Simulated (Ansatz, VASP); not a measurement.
**Ti3Al in VASP and in Ansatz**

```
Ti Al
1.0
     2.81205    0.00000    0.00000
    -1.40602    2.43531    0.00000
     0.00000    0.00000    9.43021
Ti Al
3 1
Direct
  0.66667 0.33333 0.00000
  0.33333 0.66667 0.75117
  0.33333 0.66667 0.24883
  0.66667 0.33333 0.50000
```

Alike in both runs: task single point; functional PBEsol; k mesh 18 × 18 × 6; occupations gaussian, width 0.15 eV; no spin polarisation.

|  | VASP | Ansatz |
| --- | --- | --- |
| version | VASP 6.6.1 | Ansatz 0.2.0 |
| potentials or method | VASP PAW PBE potentials, release 64 (Ti_sv, Al), cutoff 520 eV | scalar-relativistic, plane waves, PAW |
| valence electrons in the cell | 39 | 39 |

```tsv
	VASP	Ansatz	Ansatz less VASP
gap on the k mesh at the Fermi level (eV)	none	none	-
pressure (GPa)	2.7	3.0	+0.21
traceless stress, the component that is largest in VASP (GPa)	-5.89	-5.97	-0.078
rms of the force components (eV/Å)	0.075	0.081	+0.0057
```

VASP's potentials were made for PBE, not for PBEsol, and Ansatz warns of the same on its side. Atom by atom the forces differ by 0.006 eV/Å (rms over components). A gap of «none» marks a metal or a gap that the smearing closes. The functional is the same, so the differences come from potentials, cutoffs and numerics.
